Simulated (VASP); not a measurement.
# CoO (Fm-3m) in VASP: a series of runs, part 3 of 3

VASP 6.6.1.

**4. Single point, BLYP, collinear spin, ferromagnetic start**

This run uses another cell than the first one, of 9.98 Å³/atom, 1.031 times its volume.

Input file INCAR:

```
SYSTEM = CoO
PREC = Accurate
ENCUT = 520
EDIFF = 1E-6
ISMEAR = -1
SIGMA = 0.05
LREAL = .FALSE.
LASPH = .TRUE.
NELM = 150
ALGO = Normal
ISIF = 2
LWAVE = .FALSE.
LCHARG = .FALSE.
ISPIN = 2
MAGMOM = 2 0
LORBIT = 11
LMAXMIX = 4
GGA = B5
ALDAX = 1.0
AGGAX = 1.0
AGGAC = 1.0
ALDAC = 0.0
NBANDS = 18
```

Input file KPOINTS:

```
regular mesh
0
G
  11 11 11
  0 0 0
```

Input file POSCAR:

```
CoO
1.0
    0.0000000000      2.1530860181      2.1530860181
    2.1530860181      0.0000000000      2.1530860181
    2.1530860181      2.1530860181      0.0000000000
Co O
1 1
Direct
    0.0000000000      0.0000000000      0.0000000000
    0.5000000000      0.5000000000      0.5000000000
```

Potentials or basis: VASP PAW PBE potentials, release 64 (Co, O).

Started as:

```bash
$ cat potpaw_PBE.64/Co/POTCAR potpaw_PBE.64/O/POTCAR > POTCAR
$ mpirun -np 1 vasp_std > vasp.out
```

OUTCAR:

```text
SYSTEM = CoO
   PREC = Accurate
   ENCUT = 520
   EDIFF = 1E-6
   ISMEAR = -1
   LREAL = .FALSE.
   LASPH = .TRUE.
   NELM = 150
   ISIF = 2
   ISPIN = 2
   LORBIT = 11
   GGA = B5

 ion  position               nearest neighbor table
   1  0.000  0.000  0.000-   2 2.15   2 2.15   2 2.15   2 2.15   2 2.15   2 2.15
   2  0.500  0.500  0.500-   1 2.15   1 2.15   1 2.15   1 2.15   1 2.15   1 2.15

  LATTYP: Found a face centered cubic cell.
 ALAT       =     4.3061720362

  Lattice vectors:

 A1 = (   0.0000000000,   2.1530860181,   2.1530860181)
 A2 = (   2.1530860181,   0.0000000000,   2.1530860181)
 A3 = (   2.1530860181,   2.1530860181,   0.0000000000)

Analysis of symmetry for initial positions (statically):
[... 25 lines left out ...]
The dynamic configuration has the point symmetry O_h .

Analysis of structural, dynamic, and magnetic symmetry:
=====================================================================
 Subroutine PRICEL returns:
[... 7 lines left out ...]
 out of a pool of 48 trial point group operations.

The overall configuration has the point symmetry O_h .

 Subroutine INISYM returns: Found 48 space group operations
[... 5 lines left out ...]
                                     Primitive cell

  volume of cell :      19.9625

  direct lattice vectors                    reciprocal lattice vectors
     0.000000000  2.153086018  2.153086018    -0.232224814  0.232224814  0.232224814
     2.153086018  0.000000000  2.153086018     0.232224814 -0.232224814  0.232224814
     2.153086018  2.153086018  0.000000000     0.232224814  0.232224814 -0.232224814

  length of vectors
     3.044923448  3.044923448  3.044923448     0.402225177  0.402225177  0.402225177

  position of ions in fractional coordinates (direct lattice)
     0.000000000  0.000000000  0.000000000
     0.500000000  0.500000000  0.500000000

  ion indices of the primitive-cell ions
   primitive index   ion index
                 1           1
                 2           2

----------------------------------------------------------------------------------------

 KPOINTS: regular mesh

Automatic generation of k-mesh.
[... 100 lines left out ...]
 maximum number of plane-waves:       550
   NGX = 11   NGY = 11   NGZ = 11

 number of electron      15.0000005 magnetization       2.8570309

 Free energy of the ion-electron system (eV)
  ---------------------------------------------------
  ext. energy  EPLUGINS =         0.00000000
  ---------------------------------------------------
  free energy    TOTEN  =       -12.12539619 eV

  energy without entropy =      -12.08757117  energy(sigma->0) =      -12.10648368

 E-fermi :   7.7384     XC(G=0): -11.6495

 val. band max:        7.7370884952   @ k =  -0.3636   0.1818   0.0000
 cond. band min:       7.7448385049   @ k =  -0.2727   0.1818   0.0000
 fundamental gap:      0.0077500097
 Fermi energy:         7.7384130650

 spin component 1

 k-point     1 :       0.0000    0.0000    0.0000
  band No.  band energies     occupation
      1     -11.9944      1.00000
      2       4.6985      1.00000
      3       4.6985      1.00000
      4       4.8014      1.00000
      5       4.8014      1.00000
      6       4.8014      1.00000
[... 493 lines left out ...]
     17      35.2418      0.00000
     18      37.1316      0.00000

 [... further k-points ...]

 spin component 2

 k-point     1 :       0.0000    0.0000    0.0000
  band No.  band energies     occupation
      1     -11.5097      1.00000
      2       5.3384      1.00000
      3       5.3384      1.00000
      4       5.3384      1.00000
      5       6.7206      1.00000
      6       6.7207      1.00000
[... 493 lines left out ...]
     17      35.7709      0.00000
     18      37.6607      0.00000

 [... further k-points ...]
[... 5 lines left out ...]
  --------------------------------------------------------------------------------------
  -------------------------------------------------------------------------------------
  Total       -0.0638874     -0.0638874     -0.0638874      0.0000000      0.0000000     -0.0000000
  in kB       -5.1275704     -5.1275704     -5.1275704      0.0000000      0.0000000     -0.0000000
  external PRESSURE =      -5.1275704 kB  Pullay stress =       0.0000000 kB

 VOLUME and BASIS-vectors are now :
 -----------------------------------------------------------------------------
  energy-cutoff  :      520.00
  volume of cell :       19.96
      direct lattice vectors                 reciprocal lattice vectors
     0.000000000  2.153086018  2.153086018    -0.232224814  0.232224814  0.232224814
     2.153086018  0.000000000  2.153086018     0.232224814 -0.232224814  0.232224814
     2.153086018  2.153086018  0.000000000     0.232224814  0.232224814 -0.232224814

 POSITION                                       TOTAL-FORCE (eV/Angst)
 -----------------------------------------------------------------------------------
      0.00000      0.00000      0.00000         0.000000      0.000000      0.000000
      2.15309      2.15309      2.15309        -0.000000     -0.000000     -0.000000
 -----------------------------------------------------------------------------------
    total drift:                                0.000000     -0.000000     -0.000000

  FREE ENERGIE OF THE ION-ELECTRON SYSTEM (eV)
  ---------------------------------------------------
  free  energy   TOTEN  =       -12.1253961863 eV

  energy  without entropy=      -12.0875711656  energy(sigma->0) =      -12.10648368

 total charge

# of ion       s       p       d       tot
------------------------------------------
    1        0.279   0.327   7.156   7.761
    2        1.549   3.427   0.000   4.976
--------------------------------------------------
tot          1.828   3.754   7.156  12.738

 magnetization (x)

# of ion       s       p       d       tot
------------------------------------------
    1        0.018   0.015   2.479   2.512
    2        0.028   0.264   0.000   0.292
--------------------------------------------------
tot          0.046   0.279   2.479   2.804
```

stdout:

```text
POSCAR found type information on POSCAR CoO
 POSCAR found :  2 types and       2 ions
 scaLAPACK will be used
 -----------------------------------------------------------------------------
|                                                                             |
|                                                                             |
|     You enforced a specific xc type in the INCAR file but a different       |
|     I HOPE YOU KNOW WHAT YOU ARE DOING!                                     |
|                                                                             |
 -----------------------------------------------------------------------------

 LDA part: xc-table for (Slater(with rela. corr.)+VWN5), standard interpolation
 POSCAR, INCAR and KPOINTS ok, starting setup
 FFT: planning ... GRIDC
 FFT: planning ... GRID_SOFT
 FFT: planning ... GRID
 WAVECAR not read
 entering main loop
```

Run time: 44 s. Hardware: 1 thread of Intel Xeon Platinum 8488C (Sapphire Rapids), shared host; peak memory 0.16 GiB.

What came out:

| Item | Value |
| --- | --- |
| Free energy | -12.1254 eV |
| Pressure | -0.5 GPa |
| Net moment | 2.86 μB per cell |
| Site moments | Co +2.51; O +0.29 μB |
| Valence electrons inside the program's atomic spheres | Co 7.76; O 4.98 |

Caveat: the PAW data sets were made with another functional, which shifts forces and pressure a little; a cell with one magnetic atom can't hold antiferromagnetic order, which such compounds often take; semilocal functionals often make such compounds metallic where correlation or magnetic order opens a gap, which also shifts bond lengths.

**5. Relaxation of cell and atoms, PBE+D3(BJ), collinear spin, ferromagnetic start**

Input file INCAR:

```
SYSTEM = CoO
PREC     = Accurate       ! precision mode
ENCUT    = 600            ! plane-wave cutoff, eV
EDIFF    = 1E-6           ! SCF threshold, eV
ISMEAR   = -1             ! smearing method
SIGMA    = 0.05           ! smearing width, eV
LREAL    = .False.        ! projectors in reciprocal space
LASPH    = .True.         ! aspherical terms in the spheres
NELM     = 150            ! most SCF steps
ALGO     = Normal         ! electronic algorithm
ISIF     = 3              ! what is computed and relaxed
LWAVE    = .False.        ! write WAVECAR
LCHARG   = .False.        ! write CHGCAR
ISPIN    = 2              ! spin polarisation
MAGMOM   = 2 0            ! initial moments
LORBIT   = 11             ! projections on sites
LMAXMIX  = 4              ! l up to which the mixer works
GGA      = PE             ! functional
IVDW     = 12             ! dispersion correction
IBRION   = 2              ! ionic algorithm
NSW      = 60             ! ionic steps
EDIFFG   = -0.01          ! ionic threshold
```

Input file KPOINTS:

```
Automatic mesh
0
Gamma
  11 11 11
  0 0 0
```

Input file POSCAR:

```
CoO
1.0
    0.0000000000      2.1315000000      2.1315000000
    2.1315000000      0.0000000000      2.1315000000
    2.1315000000      2.1315000000      0.0000000000
Co O
1 1
Direct
    0.0000000000      0.0000000000      0.0000000000
    0.5000000000      0.5000000000      0.5000000000
```

Started as:

```bash
$ cat potpaw_PBE.64/Co/POTCAR potpaw_PBE.64/O/POTCAR > POTCAR
$ mpirun -np 1 vasp_std > vasp.out
```

Wall time 85 s (1 thread of Intel Xeon Platinum 8488C (Sapphire Rapids), shared host); peak memory 0.18 GiB.

Results (log left out):

| Item | Value |
| --- | --- |
| Free energy | -13.5213 eV |
| Relaxed volume | 9.31 Å³/atom |
| Relaxed cell | a = 2.975 Å, b = 2.975 Å, c = 2.975 Å, α = 60.00°, β = 60.00°, γ = 60.00° |
| Space group after relaxing (to 0.05 Å) | Fm-3m (No. 225) |
| Energy gained by relaxing | -29.1 meV/atom |
| Ionic steps | 4 |
| Pressure after relaxing | 0.0 GPa |
| Net moment | 2.81 μB per cell |
| Site moments | Co +2.49; O +0.28 μB |
| Valence electrons inside the program's atomic spheres | Co 7.86; O 4.99 |
| Dispersion energy per atom | -0.230 eV |

The path:
```tsv
step	energy change (eV)	largest force (eV/Å)	pressure (GPa)	volume (Å³)
1	0.0000	0.0000	-7.01	19.37
2	0.0636	0.0000	3.99	18.20
3	0.0583	0.0000	0.19	18.61
4	0.0583	0.0000	0.05	18.62
```

Final structure:
```
CELL_PARAMETERS angstrom
0.00000 2.10387 2.10387
2.10387 0.00000 2.10387
2.10387 2.10387 0.00000
ATOMIC_POSITIONS crystal
Co 0.00000 0.00000 0.00000
O 0.50000 0.50000 0.50000
```

Levels at points of the mesh, in eV from the Fermi level:
Spin up:
```
           k point  band 7  band 8  band 9  band 10  band 11  band 12
(0.00, 0.00, 0.00)   -3.07   -3.07   -3.07     1.20    16.98    18.44
```
Spin down:
| k point | band 2 | band 3 | band 4 | band 5 | band 6 | band 7 | band 8 | band 9 | band 10 | band 11 |
| --- | --- | --- | --- | --- | --- | --- | --- | --- | --- | --- |
| (0.00, 0.00, 0.00) | -2.76 | -2.76 | -2.76 | -1.18 | -1.18 | -1.18 | 0.01 | 0.01 | 1.72 | 16.89 |

Caveat: a cell with one magnetic atom can't hold antiferromagnetic order, which such compounds often take; semilocal functionals often make such compounds metallic where correlation or magnetic order opens a gap, which also shifts bond lengths; pairwise dispersion overbinds metals, which lowers pressure and volume.

**6. Overview**

| task | level | cell | cutoff (eV) | smearing | gap on the mesh (eV) | pressure (GPa) | moment (μB) |
| --- | --- | --- | --- | --- | --- | --- | --- |
| single point | PBE | a = 3.014 Å, angles 60.0°, 2 atoms | 520 | gaussian 0.027 eV | none | -2.4 | 2.93 |
| single point | PBE | a = 3.014 Å, angles 60.0°, 2 atoms | 520 | gaussian 0.012 eV | none | -2.5 | 2.93 |
| single point | BLYP | a = 3.045 Å, angles 60.0°, 2 atoms | 520 | fermi-dirac 0.05 eV | none | -0.5 | 2.86 |
| relaxation of cell and atoms | PBE+D3(BJ) | relaxed from a = 3.014 Å, angles 60.0°, 2 atoms | 600 | fermi-dirac 0.05 eV | none | 0.0 | 2.81 |

Alike in all rows: potentials or basis VASP PAW PBE potentials, release 64 (Co, O); spin collinear, ferromagnetic start; k mesh 11 × 11 × 11.

Caveats: a cell with one magnetic atom can't hold antiferromagnetic order, which such compounds often take; semilocal functionals often make such compounds metallic where correlation or magnetic order opens a gap, which also shifts bond lengths; the PAW data sets were made with another functional, which shifts forces and pressure a little (some runs); pairwise dispersion overbinds metals, which lowers pressure and volume (some runs).

Total energies depend on the potentials used, so only differences within one code and one set of settings carry meaning.
